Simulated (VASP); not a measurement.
# Sr (Im-3m) in VASP: further runs

Runs on Sr. Level: PBE. Tasks: single point, relaxation of cell and atoms.

All numbers are computed with VASP 6.6.1; they aren't measurements. Logs are shortened: lines on timing, memory, paths and dates and some standing lists are left out, and cuts for length are marked.

## (1) The cell of the first run

It takes space group Im-3m (No. 229, cubic). Conventional cell: a = 4.763 Å, b = 4.763 Å, c = 4.763 Å, α = 90.00°, β = 90.00°, γ = 90.00°. Sr (site symmetry m-3m) has 14 Sr at 4.13 to 4.76 Å within 5.4 Å.

## (2) Single point, PBE

Input file INCAR:

```
PREC = Accurate
ENCUT = 520
EDIFF = 1E-6
ISMEAR = -1
SIGMA = 0.05
LREAL = False
LASPH = True
NELM = 60
ALGO = Normal
ISIF = 2
LWAVE = False
LCHARG = False
GGA = PE
NBANDS = 11
```

Input file KPOINTS:

```
Automatic mesh
0
Gamma
  11 11 11
```

Input file POSCAR:

```
Sr
1.0
   -2.3816564995      2.3816564995      2.3816564995
    2.3816564995     -2.3816564995      2.3816564995
    2.3816564995      2.3816564995     -2.3816564995
Sr
1
Direct
    0.0000000000      0.0000000000      0.0000000000
```

Potentials or basis: VASP PAW PBE potentials, release 64 (Sr_sv).

Launch:

```console
> cat potpaw_PBE.64/Sr_sv/POTCAR > POTCAR
> mpirun -np 1 vasp_std > vasp.out
```

OUTCAR:

```text
PREC = Accurate
   ENCUT = 520
   EDIFF = 1E-6
   ISMEAR = -1
   LREAL = False
   LASPH = True
   NELM = 60
   ISIF = 2
   GGA = PE

 ion  position               nearest neighbor table
   1  0.000  0.000  0.000-

  LATTYP: Found a body centered cubic cell.
 ALAT       =     4.7633129990

  Lattice vectors:

 A1 = (  -2.3816564995,   2.3816564995,   2.3816564995)
 A2 = (   2.3816564995,  -2.3816564995,   2.3816564995)
 A3 = (   2.3816564995,   2.3816564995,  -2.3816564995)

Analysis of symmetry for initial positions (statically):
=====================================================================
 Subroutine PRICEL returns:
 Original cell was already a primitive cell.

 Routine SETGRP: Setting up the symmetry group for a
 body centered cubic supercell.

 Subroutine GETGRP returns: Found 48 space group operations
 (whereof 48 operations were pure point group operations)
 out of a pool of 48 trial point group operations.

The static configuration has the point symmetry O_h .

Analysis of symmetry for dynamics (positions and initial velocities):
=====================================================================
 Subroutine PRICEL returns:
 Original cell was already a primitive cell.

 Routine SETGRP: Setting up the symmetry group for a
 body centered cubic supercell.

 Subroutine GETGRP returns: Found 48 space group operations
 (whereof 48 operations were pure point group operations)
 out of a pool of 48 trial point group operations.

The dynamic configuration has the point symmetry O_h .

 Subroutine INISYM returns: Found 48 space group operations
 (whereof 48 operations are pure point group operations),
 and found     1 'primitive' translations

----------------------------------------------------------------------------------------

                                     Primitive cell

  volume of cell :      54.0378

  direct lattice vectors                    reciprocal lattice vectors
    -2.381656500  2.381656500  2.381656500     0.000000000  0.209937915  0.209937915
     2.381656500 -2.381656500  2.381656500     0.209937915  0.000000000  0.209937915
     2.381656500  2.381656500 -2.381656500     0.209937915  0.209937915  0.000000000

  length of vectors
     4.125150063  4.125150063  4.125150063     0.296897047  0.296897047  0.296897047

  position of ions in fractional coordinates (direct lattice)
     0.000000000  0.000000000  0.000000000

  ion indices of the primitive-cell ions
   primitive index   ion index
                 1           1

----------------------------------------------------------------------------------------

 KPOINTS: Automatic mesh

Automatic generation of k-mesh.
 Grid dimensions read from file:
 generate k-points for:   11   11   11

 Generating k-lattice:

  Cartesian coordinates                     Fractional coordinates (reciprocal lattice)
     0.000000000  0.019085265  0.019085265     0.090909091  0.000000000  0.000000000
     0.019085265  0.000000000  0.019085265     0.000000000  0.090909091  0.000000000
     0.019085265  0.019085265  0.000000000     0.000000000  0.000000000  0.090909091

  Length of vectors
     0.026990641  0.026990641  0.026990641

  Shift w.r.t. Gamma in fractional coordinates (k-lattice)
     0.000000000  0.000000000  0.000000000

 Subroutine IBZKPT returns following result:
 ===========================================

 Found     56 irreducible k-points:

 Following reciprocal coordinates:
            Coordinates               Weight
  0.000000  0.000000  0.000000      1.000000
  0.090909  0.000000  0.000000     12.000000
  0.181818  0.000000  0.000000     12.000000
  0.272727  0.000000  0.000000     12.000000
  0.363636  0.000000  0.000000     12.000000
  0.454545  0.000000  0.000000     12.000000
[... 16 lines left out ...]
  0.272727  0.181818  0.090909     48.000000
  0.363636  0.181818  0.090909     24.000000
 [... further k-points ...]
   k-points           NKPTS =     56   k-points in BZ     NKDIM =     56   number of bands    NBANDS=     11
   number of dos      NEDOS =    301   number of ions     NIONS =      1
   total plane-waves  NPLWV =  32768
   dimension x,y,z NGX =    32 NGY =   32 NGZ =   32
   dimension x,y,z NGXF=    64 NGYF=   64 NGZF=   64
   ions per type =               1
   NGX,Y,Z   is equivalent  to a cutoff of  12.90, 12.90, 12.90 a.u.
   NGXF,Y,Z  is equivalent  to a cutoff of  25.79, 25.79, 25.79 a.u.
 SYSTEM =  unknown system
   PREC   = accura    normal or accurate (medium, high low for compatibility)
   ISTART =      0    job   : 0-new  1-cont  2-samecut
   ICHARG =      2    charge: 1-file 2-atom 10-const
   ISPIN  =      1    spin polarized calculation?
   LNONCOLLINEAR =      F non collinear calculations
   LSORBIT =      F    spin-orbit coupling
   LASPH  =      T    aspherical Exc in radial PAW
   ENCUT  =  520.0 eV  38.22 Ry    6.18 a.u.   7.67  7.67  7.67*2*pi/ulx,y,z
   NELM   =     60;   NELMIN=  2; NELMDL= -5     # of ELM steps
   EDIFF  = 0.1E-05   stopping-criterion for ELM
   LREAL  =      F    real-space projection
   EDIFFG = 0.1E-04   stopping-criterion for IOM
   NSW    =      0    number of steps for IOM
   IBRION =     -1    ionic relax: 0-MD 1-quasi-New 2-CG
   NFREE  =      0    steps in history (QN), initial steepest desc. (CG)
   ISIF   =      2    stress and relaxation
   ISYM   =      2    0-nonsym 1-usesym 2-fastsym
   POTIM  = 0.5000    time-step for ionic-motion
   TEBEG  =    0.0;   TEEND  =   0.0 temperature during run
   PSTRESS=    0.0 pullay stress
   NELECT =      10.0000    total number of electrons
   NUPDOWN=      -1.0000    fix difference up-down
   EMIN   =  10.00;   EMAX   =-10.00  energy-range for DOS
   EFERMI =   0.00;   METHOD = LEGACY
   ISMEAR =    -1;   SIGMA  =   0.05  broadening in eV -4-tet -1-fermi 0-gaus
   EFERMI_NEDOS =   21; number of points for ismear=-14 and -15
   IALGO  =     38    algorithm
   IMIX   =      4    mixing-type and parameters
     AMIX     =   0.40;   BMIX     =  1.00
     AMIX_MAG =   1.60;   BMIX_MAG =  1.00
  volume/ion in A,a.u.               =      54.04       364.66
  Fermi-wavevector in a.u.,A,eV,Ry     =   0.932916  1.762955 11.841580  0.870332
  Thomas-Fermi vector in A             =   2.059563
   LORBIT       =      0    0 simple, 1 ext, 2 COOP (PROOUT), +10 PAW based schemes
   GGA     = PE    functional components
   LHFCALC =     F    Hartree Fock is set to
   AEXX    =    0.0000 exact exchange contribution
   IVDW    =     0    specifies the selected vdW correction
   LEPSILON=     F    determine dielectric tensor
   LRPA    =     F    only Hartree local field effects (RPA)
 non-spin polarized calculation
  energy-cutoff  :      520.00
  volume of cell :       54.04
 maximum number of plane-waves:      1481
   NGX = 15   NGY = 15   NGZ = 15

 number of electron      10.0000000 magnetization

 Free energy of the ion-electron system (eV)
  ---------------------------------------------------
  ext. energy  EPLUGINS =         0.00000000
  ---------------------------------------------------
  free energy    TOTEN  =        -1.63654261 eV

  energy without entropy =       -1.62723033  energy(sigma->0) =       -1.63188647

 E-fermi :   1.6341     XC(G=0):  -7.4013

 val. band max:        1.6147653757   @ k =  -0.4545  -0.4545   0.2727
 cond. band min:       1.6572143251   @ k =  -0.4545  -0.4545   0.2727
 fundamental gap:      0.0424489494
 Fermi energy:         1.6341332861

 k-point     1 :       0.0000    0.0000    0.0000
  band No.  band energies     occupation
      1     -34.9339      2.00000
      2     -16.8168      2.00000
      3     -16.8168      2.00000
      4     -16.8168      2.00000
      5      -2.0218      2.00000
      6       4.0422      0.00000
      7       4.0422      0.00000
      8       4.0422      0.00000
      9       5.3846      0.00000
     10       5.3846      0.00000
     11       9.7852      0.00000

 k-point     2 :       0.0909    0.0000    0.0000
  band No.  band energies     occupation
      1     -34.9326      2.00000
      2     -16.8341      2.00000
      3     -16.8224      2.00000
      4     -16.8168      2.00000
      5      -1.8788      2.00000
      6       3.9150      0.00000
      7       3.9486      0.00000
      8       4.1811      0.00000
      9       5.2041      0.00000
     10       5.3771      0.00000
     11       9.9312      0.00000

 k-point     3 :       0.1818    0.0000    0.0000
  band No.  band energies     occupation
      1     -34.9291      2.00000
      2     -16.8799      2.00000
      3     -16.8375      2.00000
      4     -16.8169      2.00000
      5      -1.4666      2.00000
      6       3.5498      0.00000
      7       3.6145      0.00000
      8       4.5908      0.00000
      9       5.0700      0.00000
     10       5.3874      0.00000
     11      10.0206      0.00000

 k-point     4 :       0.2727    0.0000    0.0000
  band No.  band energies     occupation
      1     -34.9245      2.00000
      2     -16.9389      2.00000
      3     -16.8570      2.00000
      4     -16.8169      2.00000
      5      -0.8384      2.00000
      6       2.9494      0.00000
      7       3.2840      0.00000
      8       5.1736      0.00000
      9       5.2483      0.00000
     10       5.4732      0.00000
     11       9.3610      0.00000

 k-point     5 :       0.3636    0.0000    0.0000
  band No.  band energies     occupation
      1     -34.9202      2.00000
      2     -16.9920      2.00000
      3     -16.8749      2.00000
      4     -16.8169      2.00000
      5      -0.0998      2.00000
      6       2.3878      0.00000
      7       3.0230      0.00000
      8       5.2732      0.00000
      9       5.6547      0.00000
     10       6.0995      0.00000
     11       8.2831      0.00000

 k-point     6 :       0.4545    0.0000    0.0000
  band No.  band energies     occupation
      1     -34.9177      2.00000
      2     -17.0232      2.00000
      3     -16.8854      2.00000
      4     -16.8170      2.00000
      5       0.5230      2.00000
      6       1.9694      0.00245
      7       2.8823      0.00000
      8       5.2271      0.00000
      9       5.8520      0.00000
     10       6.9491      0.00000
     11       7.7667      0.00000

 k-point     7 :       0.0909    0.0909    0.0000
  band No.  band energies     occupation
      1     -34.9302      2.00000
      2     -16.8657      2.00000
      3     -16.8285      2.00000
      4     -16.8210      2.00000
      5      -1.6008      2.00000
      6       3.6934      0.00000
      7       3.7072      0.00000
      8       4.4617      0.00000
      9       4.9931      0.00000
     10       5.4505      0.00000
     11      10.1754      0.00000

 k-point     8 :       0.1818    0.0909   -0.0000
  band No.  band energies     occupation
      1     -34.9261      2.00000
      2     -16.9157      2.00000
      3     -16.8465      2.00000
      4     -16.8228      2.00000
      5      -1.0771      2.00000
      6       3.2003      0.00000
      7       3.3790      0.00000
      8       4.9516      0.00000
      9       4.9956      0.00000
     10       5.5775      0.00000
     11       9.6298      0.00000
[... 141 lines left out ...]
 k-point    19 :       0.2727    0.0909    0.0909
  band No.  band energies     occupation
      1     -34.9196      2.00000
      2     -16.9885      2.00000
      3     -16.8776      2.00000
      4     -16.8322      2.00000
      5       0.1507      2.00000
      6       2.3466      0.00000
      7       2.7626      0.00000
      8       5.4265      0.00000
      9       5.7441      0.00000
     10       6.2901      0.00000
     11       7.8187      0.00000

 k-point    20 :       0.3636    0.0909    0.0909
  band No.  band energies     occupation
      1     -34.9174      2.00000
      2     -17.0076      2.00000
      3     -16.8943      2.00000
      4     -16.8330      2.00000
      5       0.8034      2.00000
      6       1.9549      0.00326
      7       2.6460      0.00000
      8       5.3576      0.00000
      9       5.8897      0.00000
     10       6.7612      0.00000
     11       7.3545      0.00000

 k-point    21 :      -0.0909    0.0909    0.0909
  band No.  band energies     occupation
      1     -34.9313      2.00000
      2     -16.8393      2.00000
      3     -16.8281      2.00000
      4     -16.8281      2.00000
      5      -1.7379      2.00000
      6       3.9199      0.00000
      7       3.9199      0.00000
      8       4.1970      0.00000
      9       4.7874      0.00000
     10       5.5788      0.00000
     11      10.3540      0.00000

 k-point    22 :       0.1818    0.1818    0.0909
  band No.  band energies     occupation
      1     -34.9200      2.00000
      2     -16.9791      2.00000
      3     -16.8692      2.00000
      4     -16.8435      2.00000
      5       0.0836      2.00000
      6       2.4805      0.00000
      7       2.6598      0.00000
      8       5.4765      0.00000
      9       5.7388      0.00000
     10       6.1973      0.00000
     11       7.8470      0.00000

 k-point    23 :       0.2727    0.1818    0.0909
  band No.  band energies     occupation
      1     -34.9176      2.00000
      2     -16.9888      2.00000
      3     -16.8971      2.00000
      4     -16.8483      2.00000
      5       0.8246      2.00000
      6       2.1282      0.00010
      7       2.4684      0.00000
      8       5.5309      0.00000
      9       5.8116      0.00000
     10       6.3069      0.00000
     11       7.4289      0.00000

 k-point    24 :       0.3636    0.1818    0.0909
  band No.  band energies     occupation
      1     -34.9167      2.00000
      2     -16.9889      2.00000
      3     -16.9115      2.00000
      4     -16.8495      2.00000
      5       1.2928      1.99783
      6       1.8640      0.01997
      7       2.4009      0.00000
      8       5.3837      0.00000
      9       5.9131      0.00000
     10       6.1474      0.00000
     11       7.6203      0.00000

 [... further k-points ...]
[... 5 lines left out ...]
  --------------------------------------------------------------------------------------
  -------------------------------------------------------------------------------------
  Total        0.0047527      0.0047527      0.0047527     -0.0000000     -0.0000000      0.0000000
  in kB        0.1409149      0.1409149      0.1409149     -0.0000000     -0.0000000      0.0000000
  external PRESSURE =       0.1409149 kB  Pullay stress =       0.0000000 kB

 VOLUME and BASIS-vectors are now :
 -----------------------------------------------------------------------------
  energy-cutoff  :      520.00
  volume of cell :       54.04
      direct lattice vectors                 reciprocal lattice vectors
    -2.381656500  2.381656500  2.381656500     0.000000000  0.209937915  0.209937915
     2.381656500 -2.381656500  2.381656500     0.209937915  0.000000000  0.209937915
     2.381656500  2.381656500 -2.381656500     0.209937915  0.209937915  0.000000000

 POSITION                                       TOTAL-FORCE (eV/Angst)
 -----------------------------------------------------------------------------------
      0.00000      0.00000      0.00000        -0.000000     -0.000000     -0.000000
 -----------------------------------------------------------------------------------
    total drift:                                0.000000      0.000000     -0.000000

  FREE ENERGIE OF THE ION-ELECTRON SYSTEM (eV)
  ---------------------------------------------------
  free  energy   TOTEN  =        -1.6365426081 eV

  energy  without entropy=       -1.6272303305  energy(sigma->0) =       -1.63188647
```

Run time: 22 s. Hardware: 1 thread of AMD EPYC 7R43 (Zen 3), shared host; peak memory 0.15 GiB.

What came out:

* Free energy: -1.6365 eV
* Pressure: 0.0 GPa
* Band gap on the k mesh: zero (band 5 reaches 1.95 eV, above the bottom of band 6 at 1.53 eV)

## (3) Single point, PBE

Input file INCAR:

```
SYSTEM = Sr
PREC     = Accurate       ! precision mode
ENCUT    = 520            ! plane-wave cutoff, eV
EDIFF    = 1E-7           ! SCF threshold, eV
ISMEAR   = -1             ! smearing method
SIGMA    = 0.05           ! smearing width, eV
LREAL    = .False.        ! projectors in reciprocal space
LASPH    = .True.         ! aspherical terms in the spheres
NELM     = 100            ! most SCF steps
ALGO     = Normal         ! electronic algorithm
ISIF     = 2              ! what is computed and relaxed
LWAVE    = .False.        ! write WAVECAR
LCHARG   = .True.         ! write CHGCAR
GGA      = PE             ! functional
LELF     = .True.         ! ELF
LVHAR    = .True.       
NBANDS   = 11             ! bands
```

Input file KPOINTS:

```
regular mesh
0
Gamma
  11 11 11
  0 0 0
```

POSCAR is that of step 2.

Potentials or basis: VASP PAW PBE potentials, release 64 (Sr_sv).

Launch:

```console
> cat potpaw_PBE.64/Sr_sv/POTCAR > POTCAR
> mpirun -np 1 vasp_std > vasp.out
```

Wall time 26 s (1 thread of AMD EPYC 7R43 (Zen 3), shared host); peak memory 0.15 GiB.

It converged, with:

* Free energy: -1.6365 eV
* Pressure: 0.0 GPa
* Band gap on the k mesh: zero (band 5 reaches 1.95 eV, above the bottom of band 6 at 1.53 eV)

Levels at points of the mesh, in eV from the Fermi level:
```
           k point  band 1  band 2  band 3  band 4  band 5  band 6  band 7  band 8  band 9  band 10
(0.00, 0.00, 0.00)  -36.57  -18.45  -18.45  -18.45   -3.66    2.41    2.41    2.41    3.75     3.75
```

[end of part 1 of 2]
